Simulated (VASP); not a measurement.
# AlRu (P4/mmm) in VASP: notebook, part 3 of 3

VASP 6.6.1.

## Step 5: Single point, PBEsol (strain +0.030 along x and y, +0.015 along z)

The input, INCAR:

```
SYSTEM = AlRu
PREC = Accurate
ENCUT = 520
EDIFF = 1E-6
ISMEAR = 0
SIGMA = 0.15
LREAL = .FALSE.
LASPH = .TRUE.
NELM = 100
ALGO = Fast
ISIF = 2
LWAVE = .FALSE.
LCHARG = .FALSE.
GGA = PS
NBANDS = 16
```

The input, KPOINTS:

```
regular mesh
0
G
  20 20 20
  0 0 0
```

The input, POSCAR:

```
AlRu
1.0
    3.0657000565      0.0000000000      0.0000000000
    0.0000000000      3.0657000565      0.0000000000
    0.0000000000      0.0000000000      3.0210539391
Al Ru
1 1
Direct
    0.0000000000      0.0000000000      0.0000000000
    0.5000000000      0.5000000000      0.5000000000
```

Potentials or basis: VASP PAW PBE potentials, release 64 (Al, Ru_pv).

Launch:

```bash
cat potpaw_PBE.64/Al/POTCAR potpaw_PBE.64/Ru_pv/POTCAR > POTCAR
mpirun -np 1 vasp_std > vasp.out
```

OUTCAR:

```text
SYSTEM = AlRu
   PREC = Accurate
   ENCUT = 520
   EDIFF = 1E-6
   ISMEAR = 0
   LREAL = .FALSE.
   LASPH = .TRUE.
   NELM = 100
   ISIF = 2
   GGA = PS

 ion  position               nearest neighbor table
   1  0.000  0.000  0.000-   2 2.64   2 2.64   2 2.64   2 2.64   2 2.64   2 2.64   2 2.64   2 2.64

   2  0.500  0.500  0.500-   1 2.64   1 2.64   1 2.64   1 2.64   1 2.64   1 2.64   1 2.64   1 2.64

  LATTYP: Found a simple tetragonal cell.
 ALAT       =     3.0657000565
 C/A-ratio  =     0.9854368932

  Lattice vectors:

 A1 = (   3.0657000565,   0.0000000000,   0.0000000000)
 A2 = (   0.0000000000,   3.0657000565,   0.0000000000)
 A3 = (   0.0000000000,   0.0000000000,   3.0210539391)

Analysis of symmetry for initial positions (statically):
=====================================================================
 Subroutine PRICEL returns:
 Original cell was already a primitive cell.

 Routine SETGRP: Setting up the symmetry group for a
 simple tetragonal supercell.

 Subroutine GETGRP returns: Found 16 space group operations
 (whereof 16 operations were pure point group operations)
 out of a pool of 16 trial point group operations.

The static configuration has the point symmetry D_4h.

Analysis of symmetry for dynamics (positions and initial velocities):
=====================================================================
 Subroutine PRICEL returns:
 Original cell was already a primitive cell.

 Routine SETGRP: Setting up the symmetry group for a
 simple tetragonal supercell.

 Subroutine GETGRP returns: Found 16 space group operations
 (whereof 16 operations were pure point group operations)
 out of a pool of 16 trial point group operations.

The dynamic configuration has the point symmetry D_4h.

 Subroutine INISYM returns: Found 16 space group operations
 (whereof 16 operations are pure point group operations),
 and found     1 'primitive' translations

----------------------------------------------------------------------------------------

                                     Primitive cell

[... 112 lines left out ...]
  Fermi-wavevector in a.u.,A,eV,Ry     =   1.379808  2.607458 25.903711  1.903869
  Thomas-Fermi vector in A             =   2.504743
   LORBIT       =      0    0 simple, 1 ext, 2 COOP (PROOUT), +10 PAW based schemes
   GGA     = PS    functional components
   LHFCALC =     F    Hartree Fock is set to
   AEXX    =    0.0000 exact exchange contribution
   IVDW    =     0    specifies the selected vdW correction
   LEPSILON=     F    determine dielectric tensor
   LRPA    =     F    only Hartree local field effects (RPA)
 non-spin polarized calculation
 RMM-DIIS sequential band-by-band and
 Gauss-broadening in eV      SIGMA  =   0.15
  energy-cutoff  :      520.00
  volume of cell :       28.39
 maximum number of plane-waves:       787
 NGX is ok and might be reduce to    24
   NGX = 11   NGY = 11   NGZ = 11

 number of electron      17.0000005 magnetization

 Free energy of the ion-electron system (eV)
  ---------------------------------------------------
  ext. energy  EPLUGINS =         0.00000000
  ---------------------------------------------------
  free energy    TOTEN  =       -15.43396318 eV

  energy without entropy =      -15.41380797  energy(sigma->0) =      -15.42388557

 E-fermi :   9.7909     XC(G=0): -12.3879

 val. band max:        9.7905809793   @ k =   0.3500   0.1000   0.1000
 cond. band min:       9.7909510143   @ k =   0.1500   0.0000   0.4500
 fundamental gap:      0.0003700349
 Fermi energy:         9.7908962857

 k-point     1 :       0.0000    0.0000    0.0000
  band No.  band energies     occupation
      1     -31.9124      2.00000
      2     -31.9124      2.00000
      3     -31.8978      2.00000
      4       0.4491      2.00000
      5       6.5046      2.00000
      6       6.5083      2.00000
[... 433 lines left out ...]
      3     -31.8919      2.00000
      4       1.3272      2.00000
      5       6.6597      2.00000
      6       6.7896      2.00000
[... 8 lines left out ...]
     15      22.3245      0.00000
     16      25.6335      0.00000

 [... further k-points ...]

------------------------ aborting loop because EDIFF is reached ----------------------------------------

  FORCE on cell =-STRESS in cart. coord.  units (eV):
  Direction    XX          YY          ZZ          XY          YZ          ZX
  --------------------------------------------------------------------------------------
  -------------------------------------------------------------------------------------
  Total       -2.5744821     -2.5744821     -2.1981934      0.0000000     -0.0000000      0.0000000
  in kB     -145.2722502   -145.2722502   -124.0391232      0.0000000     -0.0000000      0.0000000
  external PRESSURE =    -138.1945412 kB  Pullay stress =       0.0000000 kB

 VOLUME and BASIS-vectors are now :
 -----------------------------------------------------------------------------
  energy-cutoff  :      520.00
  volume of cell :       28.39
      direct lattice vectors                 reciprocal lattice vectors
     3.065700056  0.000000000  0.000000000     0.326189771  0.000000000  0.000000000
     0.000000000  3.065700056  0.000000000     0.000000000  0.326189771  0.000000000
     0.000000000  0.000000000  3.021053939     0.000000000  0.000000000  0.331010310

 POSITION                                       TOTAL-FORCE (eV/Angst)
 -----------------------------------------------------------------------------------
      0.00000      0.00000      0.00000         0.000000      0.000000      0.000000
      1.53285      1.53285      1.51053         0.000000      0.000000      0.000000
 -----------------------------------------------------------------------------------
    total drift:                                0.000000     -0.000000     -0.000000

  FREE ENERGIE OF THE ION-ELECTRON SYSTEM (eV)
  ---------------------------------------------------
  free  energy   TOTEN  =       -15.4339631767 eV

  energy  without entropy=      -15.4138079685  energy(sigma->0) =      -15.42388557
```

OSZICAR:

```text
N       E                     dE             d eps       ncg     rms          rms(c)
DAV:   1     0.113071659195E+03    0.11307E+03   -0.91616E+03 23816   0.979E+02
DAV:   2    -0.143477428819E+02   -0.12742E+03   -0.12120E+03 27256   0.288E+02
DAV:   3    -0.161976757547E+02   -0.18499E+01   -0.18441E+01 29064   0.362E+01
DAV:   4    -0.162118860354E+02   -0.14210E-01   -0.14190E-01 29856   0.331E+00
DAV:   5    -0.162121028083E+02   -0.21677E-03   -0.21637E-03 28808   0.385E-01    0.117E+01
RMM:   6    -0.155573460865E+02    0.65476E+00   -0.24262E+00 23946   0.120E+01    0.234E+00
RMM:   7    -0.154536203821E+02    0.10373E+00   -0.17170E-01 24584   0.330E+00    0.173E+00
RMM:   8    -0.154343785837E+02    0.19242E-01   -0.19858E-02 25301   0.978E-01    0.203E-01
RMM:   9    -0.154339745992E+02    0.40398E-03   -0.14995E-03 26326   0.299E-01    0.122E-01
RMM:  10    -0.154339625174E+02    0.12082E-04   -0.18439E-04 28274   0.119E-01    0.248E-02
RMM:  11    -0.154339641187E+02   -0.16014E-05   -0.37913E-05 28018   0.458E-02    0.177E-02
RMM:  12    -0.154339632493E+02    0.86945E-06   -0.10827E-05 27025   0.260E-02    0.718E-03
RMM:  13    -0.154339631767E+02    0.72620E-07   -0.18391E-06 22074   0.110E-02
   1 F= -.15433963E+02 E0= -.15423886E+02  d E =-.201552E-01
```

stdout:

```text
POSCAR found type information on POSCAR AlRu
 POSCAR found :  2 types and       2 ions
 scaLAPACK will be used
 -----------------------------------------------------------------------------
|                                                                             |
|                                                                             |
|     You enforced a specific xc type in the INCAR file but a different       |
|     I HOPE YOU KNOW WHAT YOU ARE DOING!                                     |
|                                                                             |
 -----------------------------------------------------------------------------

 LDA part: xc-table for (Slater+PW92), standard interpolation
 POSCAR, INCAR and KPOINTS ok, starting setup
 FFT: planning ... GRIDC
 FFT: planning ... GRID_SOFT
 FFT: planning ... GRID
 WAVECAR not read
 entering main loop
WARNING in EDDRMM: call to ZHEGV failed, returncode =   6  3     16
```

Wall time 94 s (1 thread of Intel Xeon 6975P-C (Granite Rapids), shared host); peak memory 0.4 GiB.

Results:

* Free energy: -15.4340 eV
* Pressure: -13.8 GPa
* Band gap on the k mesh: zero (an odd number of electrons rules out a gap without spin polarisation)

Stress tensor (GPa, compression positive):
```
-14.53   0.00   0.00
  0.00 -14.53   0.00
  0.00   0.00 -12.40
```

Caveat: the cell differs from its parent crystal (strain +0.030 along x and y, +0.015 along z); the cell stands under tension; the PAW data sets were made with another functional, which shifts forces and pressure a little.

## Step 6: Overview

```csv
cell,further INCAR settings,gap on the mesh (eV),pressure (GPa)
"a = 3.066, b = 3.066, c = 2.932 Å, 2 atoms",ALGO = Fast; EDIFF = 1e-06; NBANDS = 16,none,-8.6
"a = 3.066, b = 3.066, c = 2.976 Å, 2 atoms",ALGO = Fast; EDIFF = 1e-07; NBANDS = 16,none,-11.3
"a = 3.021, b = 3.021, c = 3.066 Å, 2 atoms",ALGO = Fast; EDIFF = 1e-07; NBANDS = 16,none,-11.4
"a = 3.066, b = 3.066, c = 3.021 Å, 2 atoms",ALGO = Fast; EDIFF = 1e-06; NBANDS = 16,none,-13.8
```

Alike in all rows: task single point; level PBEsol; potentials or basis VASP PAW PBE potentials, release 64 (Al, Ru_pv); no spin polarisation; k mesh 20 × 20 × 20; cutoff (eV) 520; smearing gaussian 0.15 eV.

Caveats: the cell stands under tension; the PAW data sets were made with another functional, which shifts forces and pressure a little.

Absolute energies hang on the potentials; compare differences alone.
